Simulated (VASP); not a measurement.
Runs of VASP 6.6.1 on Si. The structure is that of space group I4/mmm (No. 139), or close to it. The cells are those of the table. 

| cell | gap on the mesh (eV) | pressure (GPa) | largest force (eV/Å) |
| --- | --- | --- | --- |
| a = 5.166 Å, angles 98.2, 98.2, 135.5°, 4 atoms | 0.26 | -2.6 | (b) |
| a = 4.997 Å, angles 98.2, 98.2, 135.5°, 4 atoms | 0.25 | 6.3 | 0.06 |
| a = 5.083 Å, angles 98.2, 98.2, 135.5°, 4 atoms | 0.26 | 1.3 | (c) |
| a = 4.907 Å, angles 98.2, 98.2, 135.5°, 4 atoms | (a) | 12.8 | 0.15 |
| a = 5.247 Å, angles 98.2, 98.2, 135.5°, 4 atoms | 0.26 | -5.5 | 0.14 |

Alike in all rows: task single point; level PBE; potentials or basis VASP PAW PBE potentials, release 64 (Si); no spin polarisation; k mesh 4 × 4 × 4; cutoff (eV) 520; smearing gaussian 0.01 eV.

Problem. Fill in the values left out.

Solution. (a) 0.22; (b) 0.09; (c) 0.02.

Caveats: all runs use coarse meshes.

A k mesh can miss the band edges.
